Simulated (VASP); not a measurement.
# InP (I-4m2) in VASP: notebook

The runs below take InP through single point, with PBEsol.

All numbers are computed with VASP 6.6.1; they aren't measurements. Logs are shortened: lines on timing, memory, paths and dates and some standing lists are left out, and cuts for length are marked.

### 1 The cell of the first run

The structure is tetragonal, space group I-4m2 (No. 119). Conventional cell: a = 4.240 Å, b = 4.240 Å, c = 5.746 Å, α = 90.00°, β = 90.00°, γ = 90.00°. In (site symmetry -4m2) has 4 P at 2.56 Å within 3.4 Å. P (site symmetry -4m2) has 4 In at 2.56 Å within 3.4 Å.

### 2 Single point, PBEsol, non-collinear spin, zero start, spin-orbit coupling (film at in-plane strain +0.02)

The input, INCAR:

```
ALGO     = Normal         # electronic algorithm
EDIFF    = 1E-7           # SCF threshold, eV
ENCUT    = 520            # plane-wave cutoff, eV
GGA      = PS             # functional
GGA_COMPAT= F            
ISIF     = 2              # what is computed and relaxed
ISMEAR   = -1             # smearing method
LASPH    = T              # aspherical terms in the spheres
LCHARG   = T              # write CHGCAR
LORBIT   = 11             # projections on sites
LORBMOM  = T            
LREAL    = F              # projectors in reciprocal space
LSORBIT  = T              # spin-orbit coupling
LVHAR    = T            
LWAVE    = F              # write WAVECAR
MAGMOM   = 0 0 0 0 0 0    # initial moments
NBANDS   = 30             # bands
NELM     = 150            # most SCF steps
PREC     = Accurate       # precision mode
SIGMA    = 0.01           # smearing width, eV
```

The input, KPOINTS:

```
k-points
0
Gamma
  8 8 8
```

The input, POSCAR:

```
InP
1.0
    2.9980678023      2.9980678023      0.0000000000
   -2.9980678023      2.9980678023      0.0000000000
    0.0000000000      2.9980678023      2.8730786479
In P
1 1
Direct
    0.0000000000      0.0000000000      0.0000000000
    0.7500000000      0.2500000000      0.5000000000
```

Potentials or basis: VASP PAW PBE potentials, release 64 (In_d, P).

Started as:

```console
$ cat potpaw_PBE.64/In_d/POTCAR potpaw_PBE.64/P/POTCAR > POTCAR
$ mpirun -np 1 vasp_ncl > vasp.out
```

OUTCAR:

```text
EDIFF = 1E-7
   ENCUT = 520
   GGA = PS
   ISIF = 2
   ISMEAR = -1
   LASPH = T
   LORBIT = 11
   LREAL = F
   LSORBIT = T
   NELM = 150
   PREC = Accurate

 ion  position               nearest neighbor table
   1  0.000  0.000  0.000-   2 2.56   2 2.56   2 2.56   2 2.56
   2  0.750  0.250  0.500-   1 2.56   1 2.56   1 2.56   1 2.56

  LATTYP: Found a body centered tetragonal cell.
 ALAT       =     4.2399081469
 C/A-ratio  =     1.3552551368

  Lattice vectors:

 A1 = (   2.9980678023,   0.0000000000,  -2.8730786479)
 A2 = (  -2.9980678023,   0.0000000000,  -2.8730786479)
 A3 = (   0.0000000000,   2.9980678023,   2.8730786479)

Analysis of symmetry for initial positions (statically):
=====================================================================
 Subroutine PRICEL returns:
 Original cell was already a primitive cell.

 Routine SETGRP: Setting up the symmetry group for a
 body centered tetragonal supercell.

 Subroutine GETGRP returns: Found  8 space group operations
 (whereof  8 operations were pure point group operations)
 out of a pool of 16 trial point group operations.

The static configuration has the point symmetry D_2d.

Analysis of symmetry for dynamics (positions and initial velocities):
=====================================================================
 Subroutine PRICEL returns:
 Original cell was already a primitive cell.

 Routine SETGRP: Setting up the symmetry group for a
 body centered tetragonal supercell.

 Subroutine GETGRP returns: Found  8 space group operations
 (whereof  8 operations were pure point group operations)
 out of a pool of 16 trial point group operations.

The dynamic configuration has the point symmetry D_2d.

Analysis of structural, dynamic, and magnetic symmetry:
=====================================================================
 Subroutine PRICEL returns:
 Original cell was already a primitive cell.

 Routine SETGRP: Setting up the symmetry group for a
 body centered tetragonal supercell.

 Subroutine GETGRP returns: Found  8 space group operations
 (whereof  8 operations were pure point group operations)
 out of a pool of 16 trial point group operations.

The overall configuration has the point symmetry D_2d.

 Subroutine INISYM returns: Found  8 space group operations
 (whereof  8 operations are pure point group operations),
 and found     1 'primitive' translations

----------------------------------------------------------------------------------------

                                     Primitive cell

  volume of cell :      51.6488

  direct lattice vectors                    reciprocal lattice vectors
     2.998067802  2.998067802  0.000000000     0.166774080  0.166774080 -0.174029347
[... 962 lines left out ...]

  FREE ENERGIE OF THE ION-ELECTRON SYSTEM (eV)
  ---------------------------------------------------
  free  energy   TOTEN  =        -9.1801974351 eV

  energy  without entropy=       -9.1801974351  energy(sigma->0) =       -9.18019744

 orbital moment (x)

 # of ion     p       d       tot
 ----------------------------------------
  1         0.000  -0.000   0.000
  2         0.000   0.000   0.000
 ----------------------------------------
            0.000  -0.000   0.000

 orbital moment (y)

 # of ion     p       d       tot
 ----------------------------------------
  1         0.000  -0.000   0.000
  2         0.000   0.000   0.000
 ----------------------------------------
            0.000  -0.000   0.000

 orbital moment (z)

 # of ion     p       d       tot
 ----------------------------------------
  1         0.000   0.000   0.000
  2         0.000   0.000   0.000
 ----------------------------------------
            0.000   0.000   0.000

 Spin-Orbit-Coupling matrix elements

 Ion:    1  E_soc:     -0.0714558
 l=   1
     0.0000000    -0.0053796    -0.0053972
    -0.0053796     0.0000000    -0.0053796
    -0.0053972    -0.0053796     0.0000000
 l=   2
     0.0000000    -0.0013348     0.0000000    -0.0013348    -0.0051894
    -0.0013348     0.0000000    -0.0038921    -0.0013320    -0.0012981
     0.0000000    -0.0038921     0.0000000    -0.0038921     0.0000000
    -0.0013348    -0.0013320    -0.0038921     0.0000000    -0.0012981
    -0.0051894    -0.0012981     0.0000000    -0.0012981     0.0000000
 l=   3
     0.0000000     0.0000000     0.0000000     0.0000000     0.0000000     0.0000000     0.0000000
     0.0000000     0.0000000     0.0000000     0.0000000     0.0000000     0.0000000     0.0000000
     0.0000000     0.0000000     0.0000000     0.0000000     0.0000000     0.0000000     0.0000000
     0.0000000     0.0000000     0.0000000     0.0000000     0.0000000     0.0000000     0.0000000
     0.0000000     0.0000000     0.0000000     0.0000000     0.0000000     0.0000000     0.0000000
     0.0000000     0.0000000     0.0000000     0.0000000     0.0000000     0.0000000     0.0000000
     0.0000000     0.0000000     0.0000000     0.0000000     0.0000000     0.0000000     0.0000000

 Ion:    2  E_soc:     -0.0011239
 l=   1
     0.0000000    -0.0001893    -0.0001833
    -0.0001893     0.0000000    -0.0001893
    -0.0001833    -0.0001893     0.0000000
 l=   2
     0.0000000     0.0000000     0.0000000     0.0000000     0.0000000
     0.0000000     0.0000000     0.0000000     0.0000000     0.0000000
     0.0000000     0.0000000     0.0000000     0.0000000     0.0000000
     0.0000000     0.0000000     0.0000000     0.0000000     0.0000000
     0.0000000     0.0000000     0.0000000     0.0000000     0.0000000
 l=   3
     0.0000000     0.0000000     0.0000000     0.0000000     0.0000000     0.0000000     0.0000000
     0.0000000     0.0000000     0.0000000     0.0000000     0.0000000     0.0000000     0.0000000
     0.0000000     0.0000000     0.0000000     0.0000000     0.0000000     0.0000000     0.0000000
     0.0000000     0.0000000     0.0000000     0.0000000     0.0000000     0.0000000     0.0000000
     0.0000000     0.0000000     0.0000000     0.0000000     0.0000000     0.0000000     0.0000000
     0.0000000     0.0000000     0.0000000     0.0000000     0.0000000     0.0000000     0.0000000
     0.0000000     0.0000000     0.0000000     0.0000000     0.0000000     0.0000000     0.0000000

 total charge

# of ion       s       p       d       tot
------------------------------------------
    1        0.828   0.748   9.897  11.473
    2        1.030   1.462   0.000   2.492
--------------------------------------------------
tot          1.858   2.210   9.897  13.965

 magnetization (x)

# of ion       s       p       d       tot
------------------------------------------
    1        0.000   0.000   0.000   0.000
    2        0.000   0.000   0.000   0.000
--------------------------------------------------
tot          0.000   0.000   0.000   0.000

 magnetization (y)

# of ion       s       p       d       tot
------------------------------------------
    1        0.000   0.000   0.000   0.000
    2        0.000   0.000   0.000   0.000
--------------------------------------------------
tot          0.000   0.000   0.000   0.000

 magnetization (z)

# of ion       s       p       d       tot
------------------------------------------
    1       -0.000   0.000  -0.000   0.000
    2        0.000   0.000   0.000   0.000
--------------------------------------------------
tot         -0.000   0.000  -0.000   0.000
```

Run time: 2.1 min. Hardware: 1 thread of Intel Xeon Platinum 8559C (Emerald Rapids), shared host; peak memory 0.42 GiB.

What came out:

```
Free energy                                           : -9.1802 eV
Pressure                                              : -1.2 GPa
Net moment                                            : 0.00 μB per cell
Valence electrons inside the program's atomic spheres : In 11.47; P 2.49
```

Moments on the atoms (μB; x, y, z):
```
In  0.00 0.00 0.00
P   0.00 0.00 0.00
```

Caveat: the cell differs from its parent crystal (film at in-plane strain +0.02); the PAW data sets were made with another functional, which shifts forces and pressure a little.

### 3 Single point, PBEsol (in-plane strain +0.02, then relaxed in part)

The input, INCAR:

```
SYSTEM = InP
PREC = Accurate ; ENCUT = 520
EDIFF = 1E-6 ; ISMEAR = 0
SIGMA = 0.01 ; LREAL = .False.
LASPH = .True. ; NELM = 100
ALGO = Normal ; ISIF = 2
LWAVE = .False. ; LCHARG = .False.
GGA = PS ; NBANDS = 16
```

The input, KPOINTS:

```
regular mesh
0
Gamma
  8 8 8
  0 0 0
```

POSCAR is that of step 2.

Potentials or basis: VASP PAW PBE potentials, release 64 (In_d, P).

Started as:

```console
$ cat potpaw_PBE.64/In_d/POTCAR potpaw_PBE.64/P/POTCAR > POTCAR
$ mpirun -np 1 vasp_std > vasp.out
```

Run time: 49 s. Hardware: 1 thread of Intel Xeon 8259CL, shared host; peak memory 0.2 GiB.

The run converged. Its results:

| Quantity | Value |
| --- | --- |
| Free energy | -9.1441 eV |
| Pressure | -1.2 GPa |
| Band gap on the k mesh | 0.35 eV, direct |

Stress tensor (GPa, compression positive):
```
-1.71  0.00  0.00
 0.00 -1.71  0.00
 0.00  0.00 -0.04
```

Levels at points of the mesh, in eV from the valence-band top:
```csv
k point,band 5,band 6,band 7,band 8,band 9,band 10,band 11,band 12,band 13,band 14
"(0.00, 0.00, 0.00)",-14.08,-11.49,-0.18,-0.18,0.00,0.35,3.86,3.93,3.93,8.10
"(0.50, 0.00, 0.00)",-14.06,-9.83,-5.78,-1.20,-0.94,1.19,4.47,4.78,6.79,9.04
"(0.50, 0.50, 0.00)",-14.05,-9.24,-5.91,-2.31,-2.29,1.63,2.17,8.66,9.04,9.29
"(0.00, 0.00, 0.50)",-14.04,-9.10,-5.65,-2.54,-2.54,1.41,1.79,9.07,9.21,9.21
```

Caveat: the cell differs from its parent crystal (in-plane strain +0.02, then relaxed in part); the PAW data sets were made with another functional, which shifts forces and pressure a little; spin-orbit coupling is left out, which moves the levels of the heavy elements.

(Continued in part 2 of 2.)
